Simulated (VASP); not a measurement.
The system is Te.

```
CELL_PARAMETERS angstrom
4.69868 0.00000 0.00000
-2.34934 4.06918 0.00000
0.00000 0.00000 5.33081
ATOMIC_POSITIONS crystal
Te 0.22540 0.00000 0.83333
Te 0.00000 0.22540 0.16667
Te 0.77460 0.77460 0.50000
```

| Quantity | Value |
| --- | --- |
| Program | VASP 6.6.1 |
| Task | relaxation of cell and atoms |
| Functional | PBE |
| Potentials or basis | VASP PAW PBE potentials, release 64 (Te) |
| Cutoff | 600 eV |
| k mesh | 6 × 6 × 4 |
| Occupations | gaussian, width 0.05 eV |
| Spin | no spin polarisation |

At the start: pressure 14.2 GPa; volume 33.97 Å³/atom.

Where does the relaxation end?

Over 23 steps the energy falls by 387.9 meV/atom and the volume is 35.59 Å³/atom (+4.8 %); space group P3_121 (No. 152, to 0.05 Å).

Step by step:
```csv
step,energy change (eV),largest force (eV/Å),pressure (GPa),volume (Å³)
1,0.0000,3.5953,14.23,101.92
2,0.0629,1.2622,-6.33,152.88
3,-1.0841,0.0367,-1.03,121.88
4,-1.0891,0.0663,-0.60,120.78
5,-1.0899,0.1315,-0.31,120.12
6,-1.0977,0.1469,-0.25,118.96
7,-1.1185,0.1944,-0.01,115.52
8,-1.1429,0.2899,0.77,108.68
9,-1.1427,0.3241,1.23,105.89
10,-1.1460,0.2946,1.10,105.71
11,-1.1528,0.2133,0.77,105.14
12,-1.1532,0.0760,0.20,103.98
13,-1.1549,0.1343,0.44,104.50
14,-1.1564,0.1216,0.35,104.85
15,-1.1598,0.0845,0.06,105.91
16,-1.1605,0.0077,-0.47,108.03
17,-1.1611,0.0396,-0.26,107.17
18,-1.1621,0.0452,-0.16,107.06
19,-1.1629,0.0548,-0.01,106.90
20,-1.1630,0.0581,0.04,106.84
21,-1.1633,0.0440,-0.02,106.89
22,-1.1635,0.0134,-0.15,107.01
23,-1.1638,0.0139,-0.09,106.78
```

Final structure:
```cif
data_structure
_symmetry_space_group_name_H-M 'P 1'
_symmetry_Int_Tables_number 1
_cell_length_a 4.5594
_cell_length_b 4.5594
_cell_length_c 5.9314
_cell_angle_alpha 90.000
_cell_angle_beta 90.000
_cell_angle_gamma 120.000
_cell_volume 106.78
loop_
_atom_site_label
_atom_site_type_symbol
_atom_site_fract_x
_atom_site_fract_y
_atom_site_fract_z
_atom_site_occupancy
Te1 Te 0.26528 0.00000 0.83333 1
Te2 Te 0.00000 0.26528 0.16667 1
Te3 Te 0.73472 0.73472 0.50000 1
```
